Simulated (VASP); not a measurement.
# Au (Fm-3m) in VASP: further runs, part 2 of 2

VASP 6.6.1.

## (3) Single point, r2SCAN

The input, POSCAR:

```
Au
1.0
    0.0000000000      2.0615246536      2.0615246536
    2.0615246536      0.0000000000      2.0615246536
    2.0615246536      2.0615246536      0.0000000000
Au
1
Direct
    0.0000000000      0.0000000000      0.0000000000
```

The input, INCAR.step1:

```
SYSTEM = Au
PREC = Accurate
ENCUT = 520
ISMEAR = 1
SIGMA = 1.0
LREAL = .FALSE.
LASPH = .TRUE.
NELM = 100
NBANDS = 12
GGA = PE
ALGO = Normal
EDIFF = 1E-4
LWAVE = .TRUE.
LCHARG = .FALSE.
```

The input, INCAR.step2:

```
SYSTEM = Au
PREC = Accurate
ENCUT = 520
EDIFF = 1E-6
ISMEAR = 1
SIGMA = 1.0
LREAL = .FALSE.
LASPH = .TRUE.
NELM = 100
ALGO = Normal
ISIF = 2
LWAVE = .FALSE.
LCHARG = .FALSE.
METAGGA = R2SCAN
LMIXTAU = .TRUE.
NBANDS = 12
ISTART = 1
```

The input, KPOINTS:

```
Automatic mesh
0
G
  13 13 13
  0 0 0
```

Potentials or basis: VASP PAW PBE potentials, release 64 (Au).

Launch:

```sh
> cat potpaw_PBE.64/Au/POTCAR > POTCAR
> cp INCAR.step1 INCAR
> mpirun -np 1 vasp_std > vasp.out
> cp INCAR.step2 INCAR
> mpirun -np 1 vasp_std > vasp.out
```

OUTCAR:

```text
SYSTEM = Au
   PREC = Accurate
   ENCUT = 520
   EDIFF = 1E-6
   ISMEAR = 1
   LREAL = .FALSE.
   LASPH = .TRUE.
   NELM = 100
   ISIF = 2
   METAGGA = R2SCAN
   ISTART = 1

 ion  position               nearest neighbor table
   1  0.000  0.000  0.000-

  LATTYP: Found a face centered cubic cell.
 ALAT       =     4.1230493072

  Lattice vectors:

 A1 = (   0.0000000000,   2.0615246536,   2.0615246536)
 A2 = (   2.0615246536,   0.0000000000,   2.0615246536)
 A3 = (   2.0615246536,   2.0615246536,   0.0000000000)

Analysis of symmetry for initial positions (statically):
=====================================================================
 Subroutine PRICEL returns:
 Original cell was already a primitive cell.

 Routine SETGRP: Setting up the symmetry group for a
 face centered cubic supercell.

 Subroutine GETGRP returns: Found 48 space group operations
 (whereof 48 operations were pure point group operations)
 out of a pool of 48 trial point group operations.

The static configuration has the point symmetry O_h .

Analysis of symmetry for dynamics (positions and initial velocities):
=====================================================================
 Subroutine PRICEL returns:
 Original cell was already a primitive cell.

 Routine SETGRP: Setting up the symmetry group for a
 face centered cubic supercell.

 Subroutine GETGRP returns: Found 48 space group operations
 (whereof 48 operations were pure point group operations)
 out of a pool of 48 trial point group operations.

The dynamic configuration has the point symmetry O_h .

 Subroutine INISYM returns: Found 48 space group operations
 (whereof 48 operations are pure point group operations),
 and found     1 'primitive' translations

----------------------------------------------------------------------------------------

                                     Primitive cell

  volume of cell :      17.5225

  direct lattice vectors                    reciprocal lattice vectors
     0.000000000  2.061524654  2.061524654    -0.242538938  0.242538938  0.242538938
     2.061524654  0.000000000  2.061524654     0.242538938 -0.242538938  0.242538938
     2.061524654  2.061524654  0.000000000     0.242538938  0.242538938 -0.242538938

  length of vectors
     2.915436124  2.915436124  2.915436124     0.420089763  0.420089763  0.420089763

  position of ions in fractional coordinates (direct lattice)
     0.000000000  0.000000000  0.000000000

  ion indices of the primitive-cell ions
   primitive index   ion index
                 1           1

----------------------------------------------------------------------------------------

 KPOINTS: Automatic mesh

Automatic generation of k-mesh.
 Grid dimensions read from file:
 generate k-points for:   13   13   13

 Generating k-lattice:

  Cartesian coordinates                     Fractional coordinates (reciprocal lattice)
    -0.018656841  0.018656841  0.018656841     0.076923077  0.000000000  0.000000000
     0.018656841 -0.018656841  0.018656841     0.000000000  0.076923077  0.000000000
     0.018656841  0.018656841 -0.018656841     0.000000000  0.000000000  0.076923077

  Length of vectors
     0.032314597  0.032314597  0.032314597

  Shift w.r.t. Gamma in fractional coordinates (k-lattice)
     0.000000000  0.000000000  0.000000000

 Subroutine IBZKPT returns following result:
 ===========================================

 Found     84 irreducible k-points:

 Following reciprocal coordinates:
            Coordinates               Weight
  0.000000  0.000000  0.000000      1.000000
  0.076923  0.000000  0.000000      8.000000
  0.153846  0.000000  0.000000      8.000000
  0.230769  0.000000  0.000000      8.000000
  0.307692  0.000000  0.000000      8.000000
  0.384615  0.000000  0.000000      8.000000
[... 16 lines left out ...]
  0.384615  0.153846  0.000000     24.000000
  0.461538  0.153846  0.000000     24.000000
 [... further k-points ...]
   k-points           NKPTS =     84   k-points in BZ     NKDIM =     84   number of bands    NBANDS=     12
   number of dos      NEDOS =    301   number of ions     NIONS =      1
   total plane-waves  NPLWV =  13824
   dimension x,y,z NGX =    24 NGY =   24 NGZ =   24
   dimension x,y,z NGXF=    48 NGYF=   48 NGZF=   48
   ions per type =               1
   NGX,Y,Z   is equivalent  to a cutoff of  13.69, 13.69, 13.69 a.u.
   NGXF,Y,Z  is equivalent  to a cutoff of  27.37, 27.37, 27.37 a.u.
 SYSTEM =  Au
   PREC   = accura    normal or accurate (medium, high low for compatibility)
   ISTART =      1    job   : 0-new  1-cont  2-samecut
   ICHARG =      0    charge: 1-file 2-atom 10-const
   ISPIN  =      1    spin polarized calculation?
   LNONCOLLINEAR =      F non collinear calculations
   LSORBIT =      F    spin-orbit coupling
   LASPH  =      T    aspherical Exc in radial PAW
   ENCUT  =  520.0 eV  38.22 Ry    6.18 a.u.   5.42  5.42  5.42*2*pi/ulx,y,z
   NELM   =    100;   NELMIN=  2; NELMDL=  0     # of ELM steps
   EDIFF  = 0.1E-05   stopping-criterion for ELM
   LREAL  =      F    real-space projection
   EDIFFG = 0.1E-04   stopping-criterion for IOM
   NSW    =      0    number of steps for IOM
   IBRION =     -1    ionic relax: 0-MD 1-quasi-New 2-CG
   NFREE  =      0    steps in history (QN), initial steepest desc. (CG)
   ISIF   =      2    stress and relaxation
   ISYM   =      2    0-nonsym 1-usesym 2-fastsym
   POTIM  = 0.5000    time-step for ionic-motion
   TEBEG  =    0.0;   TEEND  =   0.0 temperature during run
   PSTRESS=    0.0 pullay stress
   NELECT =      11.0000    total number of electrons
   NUPDOWN=      -1.0000    fix difference up-down
   EMIN   =  10.00;   EMAX   =-10.00  energy-range for DOS
   EFERMI =   0.00;   METHOD = LEGACY
   ISMEAR =     1;   SIGMA  =   1.00  broadening in eV -4-tet -1-fermi 0-gaus
   EFERMI_NEDOS =   21; number of points for ismear=-14 and -15
   IALGO  =     38    algorithm
   IMIX   =      4    mixing-type and parameters
     AMIX     =   0.40;   BMIX     =  1.00
     AMIX_MAG =   1.60;   BMIX_MAG =  1.00
  volume/ion in A,a.u.               =      17.52       118.25
  Fermi-wavevector in a.u.,A,eV,Ry     =   1.401761  2.648944 26.734535  1.964933
  Thomas-Fermi vector in A             =   2.524590
   LORBIT       =      0    0 simple, 1 ext, 2 COOP (PROOUT), +10 PAW based schemes
   METAGGA = R2SCAN    functional components
   LHFCALC =     F    Hartree Fock is set to
   AEXX    =    0.0000 exact exchange contribution
   IVDW    =     0    specifies the selected vdW correction
   LEPSILON=     F    determine dielectric tensor
   LRPA    =     F    only Hartree local field effects (RPA)
 non-spin polarized calculation
 Methfessel and Paxton  Order N= 1 SIGMA  =   1.00
  energy-cutoff  :      520.00
  volume of cell :       17.52
 maximum number of plane-waves:       495
 NGX is ok and might be reduce to    24
   NGX = 11   NGY = 11   NGZ = 11

 number of electron      11.0000001 magnetization

 Free energy of the ion-electron system (eV)
  ---------------------------------------------------
  ext. energy  EPLUGINS =         0.00000000
  ---------------------------------------------------
  free energy    TOTEN  =       -50.59420209 eV

  energy without entropy =      -50.60892412  energy(sigma->0) =      -50.59910943

 E-fermi :   8.8893     XC(G=0): -13.4302

 val. band max:        8.8360981861   @ k =   0.4615   0.2308   0.0000
 cond. band min:       8.9504903799   @ k =   0.4615   0.3077   0.0000
 fundamental gap:      0.1143921938
 Fermi energy:         8.8892570828

 k-point     1 :       0.0000    0.0000    0.0000
  band No.  band energies     occupation
      1      -0.9184      2.00000
      2       4.0772      2.00000
      3       4.0772      2.00000
      4       4.0772      2.00000
      5       5.5363      2.00002
      6       5.5363      2.00002
      7      24.2232     -0.00000
      8      28.1464     -0.00000
      9      28.1464     -0.00000
     10      28.1464     -0.00000
     11      33.3278      0.00000
     12      37.4900      0.00000
[... 331 lines left out ...]
 k-point    24 :       0.4615    0.1538    0.0000
  band No.  band energies     occupation
      1       2.0645      2.00000
      2       3.7847      2.00000
      3       4.5739      2.00000
      4       4.6451      2.00000
      5       6.7618      2.01037
      6       8.5620      1.52243
      7      14.2555     -0.00000
      8      23.6740     -0.00000
      9      24.6720     -0.00000
     10      25.6303     -0.00000
     11      34.6444      0.00000
     12      35.4066      0.00000

 [... further k-points ...]

------------------------ aborting loop because EDIFF is reached ----------------------------------------

  FORCE on cell =-STRESS in cart. coord.  units (eV):
  Direction    XX          YY          ZZ          XY          YZ          ZX
  --------------------------------------------------------------------------------------
  -------------------------------------------------------------------------------------
  Total        0.0396016      0.0396016      0.0396016     -0.0000000      0.0000000     -0.0000000
  in kB        3.6209939      3.6209939      3.6209939     -0.0000000      0.0000000     -0.0000000
  external PRESSURE =       3.6209939 kB  Pullay stress =       0.0000000 kB

 VOLUME and BASIS-vectors are now :
 -----------------------------------------------------------------------------
  energy-cutoff  :      520.00
  volume of cell :       17.52
      direct lattice vectors                 reciprocal lattice vectors
     0.000000000  2.061524654  2.061524654    -0.242538938  0.242538938  0.242538938
     2.061524654  0.000000000  2.061524654     0.242538938 -0.242538938  0.242538938
     2.061524654  2.061524654  0.000000000     0.242538938  0.242538938 -0.242538938

 POSITION                                       TOTAL-FORCE (eV/Angst)
 -----------------------------------------------------------------------------------
      0.00000      0.00000      0.00000         0.000000     -0.000000      0.000000
 -----------------------------------------------------------------------------------
    total drift:                               -0.000000      0.000000      0.000000

  FREE ENERGIE OF THE ION-ELECTRON SYSTEM (eV)
  ---------------------------------------------------
  free  energy   TOTEN  =       -50.5942020854 eV

  energy  without entropy=      -50.6089241166  energy(sigma->0) =      -50.59910943
```

Run time: 2.4 min. Hardware: 1 thread of AMD EPYC 7R13, shared host; peak memory 0.12 GiB.

Results:

- Free energy: -50.5942 eV
- Pressure: 0.4 GPa

Caveat: the PAW data sets were made with another functional, which shifts forces and pressure a little; spin-orbit coupling is left out, which moves the levels of the heavy elements.

## (4) Single point, r2SCAN

POSCAR is that of step 3.

The input, INCAR.step1:

```
PREC = Accurate
ENCUT = 520
ISMEAR = -1
SIGMA = 0.1
LREAL = F
LASPH = T
NELM = 100
NBANDS = 12
GGA = PE
ALGO = Normal
EDIFF = 1E-4
LWAVE = T
LCHARG = F
```

The input, INCAR.step2:

```
PREC = Accurate
ENCUT = 520
EDIFF = 1E-7
ISMEAR = -1
SIGMA = 0.1
LREAL = F
LASPH = T
NELM = 100
ALGO = Normal
ISIF = 2
LWAVE = F
LCHARG = F
METAGGA = R2SCAN
LMIXTAU = T
NBANDS = 12
ISTART = 1
```

The input, KPOINTS:

```
Automatic mesh
0
Gamma
  14 14 14
```

Launch:

```sh
> cat potpaw_PBE.64/Au/POTCAR > POTCAR
> cp INCAR.step1 INCAR
> mpirun -np 1 vasp_std > vasp.out
> cp INCAR.step2 INCAR
> mpirun -np 1 vasp_std > vasp.out
```

Run time: 2.8 min. Hardware: 1 thread of AMD EPYC 7R13, shared host; peak memory 0.13 GiB.

Results (log left out):

- Free energy: -50.5971 eV
- Pressure: 0.4 GPa

Levels at points of the mesh, in eV from the Fermi level:
```tsv
k point	band 3	band 4	band 5	band 6	band 7	band 8	band 9	band 10
(0.00, 0.00, 0.00)	-4.76	-4.76	-3.30	-3.30	15.39	19.31	19.31	19.31
(0.50, 0.00, 0.00)	-4.81	-2.11	-2.11	-0.63	3.06	14.87	17.74	17.74
(0.50, 0.50, 0.00)	-2.17	-1.79	-1.79	1.30	5.81	10.48	10.48	17.79
```

Caveat: the PAW data sets were made with another functional, which shifts forces and pressure a little; spin-orbit coupling is left out, which moves the levels of the heavy elements.

## (5) Overview

| k mesh | smearing | gap on the mesh (eV) | pressure (GPa) |
| --- | --- | --- | --- |
| 13 × 13 × 13 | methfessel-paxton 0.3 eV | none | 0.2 |
| 13 × 13 × 13 | methfessel-paxton 1 eV | none | 0.4 |
| 14 × 14 × 14 | fermi-dirac 0.1 eV | none | 0.4 |

Alike in all rows: task single point; level r2SCAN; potentials or basis VASP PAW PBE potentials, release 64 (Au); no spin polarisation; cell as given; cutoff (eV) 520.

Every run on the cell as given and a fine mesh finds a metal.

Caveats: the PAW data sets were made with another functional, which shifts forces and pressure a little; spin-orbit coupling is left out, which moves the levels of the heavy elements.

Total energies depend on the potentials used, so only differences within one code and one set of settings carry meaning.
